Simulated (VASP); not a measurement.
# Mg (P6_3/mmc) in VASP: notebook

The runs below take Mg through single point, relaxation of cell and atoms, with PBEsol.

Program: VASP 6.6.1. These are calculated values, not measurements. Logs are shortened: lines on timing, memory, paths and dates and some standing lists are left out, and cuts for length are marked.

## 1. The cell of the first run

The structure is hexagonal, space group P6_3/mmc (No. 194). The conventional cell has a = 3.172 Å, b = 3.172 Å, c = 5.174 Å, α = 90.00°, β = 90.00°, γ = 120.00°. Within 4.2 Å of Mg (site symmetry -6m2) lie 12 Mg at 3.17 Å.

## 2. Single point, PBEsol

Input file INCAR:

```
PREC     = Accurate       # precision mode
ENCUT    = 600            # plane-wave cutoff, eV
EDIFF    = 1E-6           # SCF threshold, eV
ISMEAR   = 0              # smearing method
SIGMA    = 0.05           # smearing width, eV
LREAL    = F              # projectors in reciprocal space
LASPH    = T              # aspherical terms in the spheres
NELM     = 120            # most SCF steps
ALGO     = Normal         # electronic algorithm
ISIF     = 2              # what is computed and relaxed
LWAVE    = F              # write WAVECAR
LCHARG   = F              # write CHGCAR
GGA      = PS             # functional
NBANDS   = 9              # bands
GGA_COMPAT= F
```

Input file KPOINTS:

```
regular mesh
0
Gamma
  8 8 5
```

Input file POSCAR:

```
Mg
1.0
    3.1722081785      0.0000000000      0.0000000000
   -1.5861040893      2.7472128687      0.0000000000
    0.0000000000      0.0000000000      5.1740595971
Mg
2
Direct
    0.3333333333      0.6666666667      0.2500000000
    0.6666666667      0.3333333333      0.7500000000
```

Potentials or basis: VASP PAW PBE potentials, release 64 (Mg).

Run with:

```console
cat potpaw_PBE.64/Mg/POTCAR > POTCAR
mpirun -np 1 vasp_std > vasp.out
```

OUTCAR:

```text
PREC = Accurate
   ENCUT = 600
   EDIFF = 1E-6
   ISMEAR = 0
   LREAL = F
   LASPH = T
   NELM = 120
   ISIF = 2
   GGA = PS

 ion  position               nearest neighbor table
   1  0.333  0.667  0.250-   2 3.17   2 3.17   2 3.17   2 3.17   2 3.17   2 3.17
   2  0.667  0.333  0.750-   1 3.17   1 3.17   1 3.17   1 3.17   1 3.17   1 3.17

  LATTYP: Found a hexagonal cell.
 ALAT       =     3.1722081785
 C/A-ratio  =     1.6310592830

  Lattice vectors:

 A1 = (   3.1722081785,   0.0000000000,   0.0000000000)
 A2 = (  -1.5861040893,   2.7472128687,   0.0000000000)
 A3 = (   0.0000000000,   0.0000000000,   5.1740595971)

Analysis of symmetry for initial positions (statically):
=====================================================================
 Subroutine PRICEL returns:
 Original cell was already a primitive cell.

 Routine SETGRP: Setting up the symmetry group for a
 hexagonal supercell.

 Subroutine GETGRP returns: Found 24 space group operations
 (whereof 12 operations were pure point group operations)
 out of a pool of 24 trial point group operations.

The static configuration has the point symmetry D_3d.
 The point group associated with its full space group is D_6h.

Analysis of symmetry for dynamics (positions and initial velocities):
=====================================================================
 Subroutine PRICEL returns:
 Original cell was already a primitive cell.

 Routine SETGRP: Setting up the symmetry group for a
 hexagonal supercell.

 Subroutine GETGRP returns: Found 24 space group operations
 (whereof 12 operations were pure point group operations)
 out of a pool of 24 trial point group operations.

The dynamic configuration has the point symmetry D_3d.
 The point group associated with its full space group is D_6h.

 Subroutine INISYM returns: Found 24 space group operations
 (whereof 12 operations are pure point group operations),
 and found     1 'primitive' translations

----------------------------------------------------------------------------------------

                                     Primitive cell

  volume of cell :      45.0905

  direct lattice vectors                    reciprocal lattice vectors
     3.172208179  0.000000000  0.000000000     0.315237823  0.182002642  0.000000000
    -1.586104089  2.747212869  0.000000000     0.000000000  0.364005284  0.000000000
     0.000000000  0.000000000  5.174059597     0.000000000  0.000000000  0.193271836

  length of vectors
     3.172208179  3.172208179  5.174059597     0.364005284  0.364005284  0.193271836

  position of ions in fractional coordinates (direct lattice)
     0.333333333  0.666666667  0.250000000
     0.666666667  0.333333333  0.750000000

  ion indices of the primitive-cell ions
   primitive index   ion index
                 1           1
                 2           2

----------------------------------------------------------------------------------------

 KPOINTS: regular mesh

Automatic generation of k-mesh.
 Grid dimensions read from file:
 generate k-points for:    8    8    5

 Generating k-lattice:

  Cartesian coordinates                     Fractional coordinates (reciprocal lattice)
     0.039404728  0.022750330  0.000000000     0.125000000  0.000000000  0.000000000
     0.000000000  0.045500660  0.000000000     0.000000000  0.125000000  0.000000000
     0.000000000  0.000000000  0.038654367     0.000000000  0.000000000  0.200000000

  Length of vectors
     0.045500660  0.045500660  0.038654367

  Shift w.r.t. Gamma in fractional coordinates (k-lattice)
     0.000000000  0.000000000  0.000000000

 Subroutine IBZKPT returns following result:
 ===========================================

 Found     30 irreducible k-points:

 Following reciprocal coordinates:
            Coordinates               Weight
  0.000000  0.000000  0.000000      1.000000
  0.125000  0.000000  0.000000      6.000000
  0.250000  0.000000  0.000000      6.000000
  0.375000 -0.000000  0.000000      6.000000
  0.500000  0.000000  0.000000      3.000000
  0.125000  0.125000  0.000000      6.000000
[... 16 lines left out ...]
  0.250000  0.000000  0.400000     12.000000
  0.375000 -0.000000  0.400000     12.000000
 [... further k-points ...]
   k-points           NKPTS =     30   k-points in BZ     NKDIM =     30   number of bands    NBANDS=      9
   number of dos      NEDOS =    301   number of ions     NIONS =      2
   total plane-waves  NPLWV =  32928
   dimension x,y,z NGX =    28 NGY =   28 NGZ =   42
   dimension x,y,z NGXF=    56 NGYF=   56 NGZF=   84
   ions per type =               2
   NGX,Y,Z   is equivalent  to a cutoff of  14.67, 14.67, 13.49 a.u.
   NGXF,Y,Z  is equivalent  to a cutoff of  29.35, 29.35, 26.99 a.u.
 SYSTEM =  unknown system
   PREC   = accura    normal or accurate (medium, high low for compatibility)
   ISTART =      0    job   : 0-new  1-cont  2-samecut
   ICHARG =      2    charge: 1-file 2-atom 10-const
   ISPIN  =      1    spin polarized calculation?
   LNONCOLLINEAR =      F non collinear calculations
   LSORBIT =      F    spin-orbit coupling
   LASPH  =      T    aspherical Exc in radial PAW
   ENCUT  =  600.0 eV  44.10 Ry    6.64 a.u.   6.34  6.34 10.33*2*pi/ulx,y,z
   NELM   =    120;   NELMIN=  2; NELMDL= -5     # of ELM steps
   EDIFF  = 0.1E-05   stopping-criterion for ELM
   LREAL  =      F    real-space projection
   EDIFFG = 0.1E-04   stopping-criterion for IOM
   NSW    =      0    number of steps for IOM
   IBRION =     -1    ionic relax: 0-MD 1-quasi-New 2-CG
   NFREE  =      0    steps in history (QN), initial steepest desc. (CG)
   ISIF   =      2    stress and relaxation
   ISYM   =      2    0-nonsym 1-usesym 2-fastsym
   POTIM  = 0.5000    time-step for ionic-motion
   TEBEG  =    0.0;   TEEND  =   0.0 temperature during run
   PSTRESS=    0.0 pullay stress
   NELECT =       4.0000    total number of electrons
   NUPDOWN=      -1.0000    fix difference up-down
   EMIN   =  10.00;   EMAX   =-10.00  energy-range for DOS
   EFERMI =   0.00;   METHOD = LEGACY
   ISMEAR =     0;   SIGMA  =   0.05  broadening in eV -4-tet -1-fermi 0-gaus
   EFERMI_NEDOS =   21; number of points for ismear=-14 and -15
   IALGO  =     38    algorithm
   IMIX   =      4    mixing-type and parameters
     AMIX     =   0.40;   BMIX     =  1.00
     AMIX_MAG =   1.60;   BMIX_MAG =  1.00
  volume/ion in A,a.u.               =      22.55       152.14
  Fermi-wavevector in a.u.,A,eV,Ry     =   0.730129  1.379744  7.253110  0.533089
  Thomas-Fermi vector in A             =   1.822023
   LORBIT       =      0    0 simple, 1 ext, 2 COOP (PROOUT), +10 PAW based schemes
   GGA     = PS    functional components
   LHFCALC =     F    Hartree Fock is set to
   AEXX    =    0.0000 exact exchange contribution
   IVDW    =     0    specifies the selected vdW correction
   LEPSILON=     F    determine dielectric tensor
   LRPA    =     F    only Hartree local field effects (RPA)
 non-spin polarized calculation
 Gauss-broadening in eV      SIGMA  =   0.05
  energy-cutoff  :      600.00
  volume of cell :       45.09
 maximum number of plane-waves:      1521
 NGX is ok and might be reduce to    28
   NGX = 13   NGY = 13   NGZ = 21

 number of electron       4.0000000 magnetization

 Free energy of the ion-electron system (eV)
  ---------------------------------------------------
  ext. energy  EPLUGINS =         0.00000000
  ---------------------------------------------------
  free energy    TOTEN  =        -3.47402691 eV

  energy without entropy =       -3.47252493  energy(sigma->0) =       -3.47327592

 E-fermi :   2.6567     XC(G=0):  -8.5902

 val. band max:        2.6541837740   @ k =   0.2500   0.2500   0.2000
 cond. band min:       2.9411389019   @ k =   0.2500   0.1250   0.0000
 fundamental gap:      0.2869551279
 Fermi energy:         2.6566560055

 k-point     1 :       0.0000    0.0000    0.0000
  band No.  band energies     occupation
      1      -4.3208      2.00000
      2       0.9438      2.00000
      3       1.4100      2.00000
      4      13.7676      0.00000
      5      13.7676      0.00000
      6      13.9319      0.00000
      7      13.9319      0.00000
      8      14.5812      0.00000
      9      16.3394      0.00000

 k-point     2 :       0.1250    0.0000    0.0000
  band No.  band energies     occupation
      1      -4.0088      2.00000
      2       1.2287      2.00000
      3       1.7119      2.00000
      4      10.1903      0.00000
      5      12.0322      0.00000
      6      12.7675      0.00000
      7      14.9224      0.00000
      8      15.2815      0.00000
      9      15.9672      0.00000

 k-point     3 :       0.2500    0.0000    0.0000
  band No.  band energies     occupation
      1      -3.0793      2.00000
      2       2.0843      2.00000
      3       2.5815      1.96640
      4       6.5685      0.00000
      5      10.7330      0.00000
      6      10.7830      0.00000
      7      11.2781      0.00000
      8      13.0589      0.00000
      9      15.2070      0.00000

 k-point     4 :       0.3750   -0.0000    0.0000
  band No.  band energies     occupation
      1      -1.5507      2.00000
      2       2.9768      0.00000
      3       3.5126      0.00000
      4       4.4542      0.00000
      5       8.1247      0.00000
      6       8.4973      0.00000
      7       9.9557      0.00000
      8      11.5785      0.00000
      9      14.3175      0.00000
[... 205 lines left out ...]
 k-point    22 :       0.1250    0.0000    0.4000
  band No.  band energies     occupation
      1      -3.1138      2.00000
      2      -2.0072      2.00000
      3       6.4829      0.00000
      4       9.4469      0.00000
      5      11.0410      0.00000
      6      11.8683      0.00000
      7      12.7734      0.00000
      8      13.6946      0.00000
      9      14.4198      0.00000

 k-point    23 :       0.2500    0.0000    0.4000
  band No.  band energies     occupation
      1      -2.1931      2.00000
      2      -1.0979      2.00000
      3       6.8528      0.00000
      4       7.6907      0.00000
      5       8.3209      0.00000
      6      10.3533      0.00000
      7      11.4850      0.00000
      8      12.4284      0.00000
      9      12.9791      0.00000

 k-point    24 :       0.3750   -0.0000    0.4000
  band No.  band energies     occupation
      1      -0.6807      2.00000
      2       0.3899      2.00000
      3       4.0928      0.00000
      4       5.1210      0.00000
      5       8.7430      0.00000
      6      10.7064      0.00000
      7      10.9511      0.00000
      8      11.6477      0.00000
      9      12.3385      0.00000

 [... further k-points ...]

------------------------ aborting loop because EDIFF is reached ----------------------------------------

  FORCE on cell =-STRESS in cart. coord.  units (eV):
  Direction    XX          YY          ZZ          XY          YZ          ZX
  --------------------------------------------------------------------------------------
  -------------------------------------------------------------------------------------
  Total       -0.0098813     -0.0098813     -0.0142160      0.0000000      0.0000000      0.0000000
  in kB       -0.3511058     -0.3511058     -0.5051299      0.0000000      0.0000000      0.0000000
  external PRESSURE =      -0.4024471 kB  Pullay stress =       0.0000000 kB

 VOLUME and BASIS-vectors are now :
 -----------------------------------------------------------------------------
  energy-cutoff  :      600.00
  volume of cell :       45.09
      direct lattice vectors                 reciprocal lattice vectors
     3.172208179  0.000000000  0.000000000     0.315237823  0.182002642  0.000000000
    -1.586104089  2.747212869  0.000000000     0.000000000  0.364005284  0.000000000
     0.000000000  0.000000000  5.174059597     0.000000000  0.000000000  0.193271836

 POSITION                                       TOTAL-FORCE (eV/Angst)
 -----------------------------------------------------------------------------------
     -0.00000      1.83148      1.29351        -0.000000      0.000000      0.000000
      1.58610      0.91574      3.88054         0.000000     -0.000000      0.000000
 -----------------------------------------------------------------------------------
    total drift:                               -0.000000      0.000000     -0.000000

  FREE ENERGIE OF THE ION-ELECTRON SYSTEM (eV)
  ---------------------------------------------------
  free  energy   TOTEN  =        -3.4740269147 eV

  energy  without entropy=       -3.4725249250  energy(sigma->0) =       -3.47327592
```

Run time: 10 s. Hardware: 1 thread of AMD EPYC 7R43 (Zen 3), shared host; peak memory 0.14 GiB.

What came out:

| Quantity | Value |
| --- | --- |
| Free energy | -3.4740 eV |
| Pressure | 0.0 GPa |
| Band gap on the k mesh | zero (band 2 reaches 3.70 eV, above the bottom of band 3 at 1.41 eV) |

Caveat: the PAW data sets were made with another functional, which shifts forces and pressure a little.

## 3. Relaxation of cell and atoms, PBEsol

This run uses another cell than the first one, of 23.17 Å³/atom, 1.028 times its volume.

Input file INCAR:

```
SYSTEM = Mg
PREC     = Accurate       ! precision mode
ENCUT    = 600            ! plane-wave cutoff, eV
EDIFF    = 1E-7           ! SCF threshold, eV
ISMEAR   = 0              ! smearing method
SIGMA    = 0.05           ! smearing width, eV
LREAL    = .False.        ! projectors in reciprocal space
LASPH    = .True.         ! aspherical terms in the spheres
NELM     = 120            ! most SCF steps
ALGO     = Normal         ! electronic algorithm
ISIF     = 3              ! what is computed and relaxed
LWAVE    = .False.        ! write WAVECAR
LCHARG   = .False.        ! write CHGCAR
GGA      = PS             ! functional
IBRION   = 2              ! ionic algorithm
NSW      = 50             ! ionic steps
EDIFFG   = -0.02          ! ionic threshold
GGA_COMPAT= .False.      
NELMIN   = 4
```

Input file KPOINTS:

```
regular mesh
0
Gamma
  8 8 5
  0 0 0
```

Input file POSCAR:

```
Mg
1.0
    3.2000000000      0.0000000000      0.0000000000
   -1.6000000000      2.7712812921      0.0000000000
    0.0000000000      0.0000000000      5.2256000000
Mg
2
Direct
    0.3333333333      0.6666666667      0.2500000000
    0.6666666667      0.3333333333      0.7500000000
```

Potentials or basis: VASP PAW PBE potentials, release 64 (Mg).

Run with:

```console
cat potpaw_PBE.64/Mg/POTCAR > POTCAR
mpirun -np 1 vasp_std > vasp.out
```

Run time: 19 s. Hardware: 1 thread of AMD EPYC 7R43 (Zen 3), shared host; peak memory 0.15 GiB.

The run converged. Its results:

```yaml
Free_energy: -3.4740 eV
Relaxed_volume: 22.53 Å³/atom
Relaxed_cell: a = 3.172 Å, b = 3.172 Å, c = 5.171 Å, α = 90.00°, β = 90.00°, γ = 120.00°
Space_group_after_relaxing_to_0.05_Å: P6_3/mmc (No. 194)
Energy_gained_by_relaxing: 2.1 meV/atom
Ionic_steps: 3
Pressure_after_relaxing: 0.0 GPa
Band_gap_on_the_k_mesh: zero (band 2 reaches 3.70 eV, above the bottom of band 3 at 1.42 eV)
```

The path:
| step | energy change (eV) | largest force (eV/Å) | pressure (GPa) | volume (Å³) |
| --- | --- | --- | --- | --- |
| 1 | 0.0000 | 0.0000 | -1.01 | 46.34 |
| 2 | -0.0040 | 0.0000 | -0.26 | 45.36 |
| 3 | -0.0042 | 0.0000 | -0.01 | 45.05 |

Final structure:
```
CELL_PARAMETERS angstrom
3.17198 0.00000 0.00000
-1.58599 2.74701 0.00000
0.00000 0.00000 5.17062
ATOMIC_POSITIONS crystal
Mg 0.33333 0.66667 0.25000
Mg 0.66667 0.33333 0.75000
```

Levels at points of the mesh, in eV from the Fermi level:
```csv
k point,band 1,band 2,band 3,band 4,band 5,band 6
"(0.00, 0.00, 0.00)",-6.98,-1.71,-1.24,11.11,11.11,11.27
"(0.50, 0.00, 0.00)",-2.14,-2.10,2.71,3.04,3.34,3.76
```

Caveat: the PAW data sets were made with another functional, which shifts forces and pressure a little.
